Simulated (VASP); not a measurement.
# PbO (P4/nmm) in VASP: further runs, part 2 of 2

VASP 6.6.1.

## Step 3: Electric field gradients, LDA (equal xx and yy strain of -2 %)

The input, INCAR:

```
PREC     = Accurate       # precision mode
ENCUT    = 520            # plane-wave cutoff, eV
EDIFF    = 1E-8           # SCF threshold, eV
ISMEAR   = -1             # smearing method
SIGMA    = 0.03           # smearing width, eV
LREAL    = F              # projectors in reciprocal space
LASPH    = T              # aspherical terms in the spheres
NELM     = 80             # most SCF steps
ALGO     = Normal         # electronic algorithm
ISIF     = 2              # what is computed and relaxed
LWAVE    = F              # write WAVECAR
LCHARG   = F              # write CHGCAR
GGA      = CA             # functional
LEFG     = T            
NBANDS   = 28             # bands
```

The input, KPOINTS:

```
regular mesh
0
Gamma
  7 7 6
```

The input, POSCAR:

```
PbO
1.0
    3.8949120000      0.0000000000      0.0000000000
    0.0000000000      3.8949120000      0.0000000000
    0.0000000000      0.0000000000      5.0220000000
Pb O
2 2
Direct
    0.0000000000      0.5000000000      0.2351000000
    0.5000000000      0.0000000000      0.7649000000
    0.0000000000      0.0000000000      0.0000000000
    0.5000000000      0.5000000000      0.0000000000
```

Potentials or basis: VASP PAW LDA potentials, release 64 (Pb_d, O).

On the command line:

```sh
cat potpaw_LDA.64/Pb_d/POTCAR potpaw_LDA.64/O/POTCAR > POTCAR
mpirun -np 1 vasp_std > vasp.out
```

OUTCAR:

```text
PREC = Accurate
   ENCUT = 520
   EDIFF = 1E-8
   ISMEAR = -1
   LREAL = F
   LASPH = T
   NELM = 80
   ISIF = 2
   GGA = CA

 ion  position               nearest neighbor table
   1  0.000  0.500  0.235-   3 2.28   4 2.28   3 2.28   4 2.28   2 3.63   2 3.63   2 3.63   2 3.63
                             2 3.83   2 3.83   2 3.83   2 3.83
   2  0.500  0.000  0.765-   3 2.28   4 2.28   4 2.28   3 2.28   1 3.63   1 3.63   1 3.63   1 3.63
                             1 3.83   1 3.83   1 3.83   1 3.83
   3  0.000  0.000  0.000-   1 2.28   2 2.28   1 2.28   2 2.28
   4  0.500  0.500  0.000-   1 2.28   2 2.28   2 2.28   1 2.28

  LATTYP: Found a simple tetragonal cell.
[... 978 lines left out ...]
 ion       V_xx      V_yy      V_zz      V_xy      V_xz      V_yz
---------------------------------------------------------------------
   1     126.736   126.736  -253.472     0.000     0.000     0.000
   2     126.736   126.736  -253.472     0.000     0.000     0.000
   3      -0.753    -0.753     1.506    -0.000     0.000     0.000
   4      -0.753    -0.753     1.506     0.000     0.000    -0.000
---------------------------------------------------------------------

 Electric field gradients after diagonalization (V/A^2)
 (convention: |V_zz| > |V_xx| > |V_yy|)
----------------------------------------------------------------------
 ion       V_xx      V_yy      V_zz     asymmetry (V_yy - V_xx)/ V_zz
----------------------------------------------------------------------
   1     126.736   126.736  -253.472       0.000
   2     126.736   126.736  -253.472       0.000
   3      -0.753    -0.753     1.506       0.000
   4      -0.753    -0.753     1.506       0.000
----------------------------------------------------------------------

           NMR quadrupolar parameters

 Cq : quadrupolar parameter    Cq=e*Q*V_zz/h
 eta: asymmetry parameters     (V_yy - V_xx)/ V_zz
 Q  : nuclear electric quadrupole moment in mb (millibarn)
----------------------------------------------------------------------
 ion       Cq(MHz)       eta       Q (mb)
----------------------------------------------------------------------
   1      -0.613       0.000       1.000
   2      -0.613       0.000       1.000
   3       0.004       0.000       1.000
   4       0.004       0.000       1.000
----------------------------------------------------------------------
```

OSZICAR:

```text
N       E                     dE             d eps       ncg     rms          rms(c)
DAV:   1     0.467161467057E+03    0.46716E+03   -0.19655E+04  2240   0.172E+03
DAV:   2     0.334173369798E+02   -0.43374E+03   -0.41661E+03  2288   0.457E+02
DAV:   3    -0.261079673124E+02   -0.59525E+02   -0.58093E+02  2852   0.185E+02
DAV:   4    -0.286597235792E+02   -0.25518E+01   -0.25433E+01  2588   0.399E+01
DAV:   5    -0.287378981596E+02   -0.78175E-01   -0.78167E-01  2608   0.751E+00    0.119E+01
DAV:   6    -0.246072225950E+02    0.41307E+01   -0.22303E+01  3312   0.402E+01    0.498E+00
DAV:   7    -0.244481799224E+02    0.15904E+00   -0.25805E+00  2760   0.115E+01    0.238E+00
DAV:   8    -0.243973596841E+02    0.50820E-01   -0.53456E-01  2500   0.474E+00    0.826E-01
DAV:   9    -0.243825510443E+02    0.14809E-01   -0.64621E-02  3540   0.223E+00    0.214E-01
DAV:  10    -0.243834808281E+02   -0.92978E-03   -0.11206E-02  2688   0.729E-01    0.982E-02
DAV:  11    -0.243831570143E+02    0.32381E-03   -0.21416E-03  3864   0.395E-01    0.553E-02
DAV:  12    -0.243831347581E+02    0.22256E-04   -0.18667E-04  2944   0.115E-01    0.395E-02
DAV:  13    -0.243831165563E+02    0.18202E-04   -0.85264E-05  3548   0.720E-02    0.708E-03
DAV:  14    -0.243831163481E+02    0.20822E-06   -0.73653E-06  3440   0.289E-02    0.585E-03
DAV:  15    -0.243831157418E+02    0.60632E-06   -0.31010E-06  3656   0.185E-02    0.151E-03
DAV:  16    -0.243831157290E+02    0.12727E-07   -0.36955E-07  3196   0.458E-03    0.539E-04
DAV:  17    -0.243831157291E+02   -0.92768E-10   -0.15959E-08  1620   0.932E-04
   1 F= -.24383116E+02 E0= -.24383116E+02  d E =-.115838E-10
```

Wall time 3.1 min (1 thread of AMD EPYC 7R13, shared host); peak memory 0.17 GiB.

Results:

* Free energy: -24.3831 eV
* Pressure: 2.3 GPa
* Largest force: 0.409 eV/Å
* Band gap on the k mesh: 1.33 eV (least direct gap 2.32 eV)
* Largest electric field gradient by atom: Pb -253.5; O +1.5 V/Å²

Forces on the atoms (eV/Å):
```
Pb   0.000  0.000  0.409
Pb   0.000  0.000 -0.409
O    0.000  0.000  0.000
O    0.000  0.000  0.000
```

Stress tensor (GPa, compression positive):
```
2.71 0.00 0.00
0.00 2.71 0.00
0.00 0.00 1.53
```

Levels at points of the mesh, in eV from the valence-band top:
```
           k point  band 18  band 19  band 20  band 21  band 22  band 23
(0.00, 0.00, 0.00)    -1.93    -1.93     0.00     2.37     5.21     5.72
(0.00, 0.00, 0.50)    -1.96    -1.96    -1.26     1.87     3.95     3.95
```

Electric field gradients, principal values (V/Å²):
```
atom    least   middle  greatest (by size)
1 Pb  126.736  126.736            -253.472
2 Pb  126.736  126.736            -253.472
 3 O   -0.753   -0.753               1.506
 4 O   -0.753   -0.753               1.506
```

Caveat: the cell differs from its parent crystal (equal xx and yy strain of -2 %); without QUAD_EFG the Cq values of the log hold for a quadrupole moment of 1 mb, not for the nuclei; spin-orbit coupling is left out, which moves the levels of the heavy elements. A k mesh can miss the band edges.
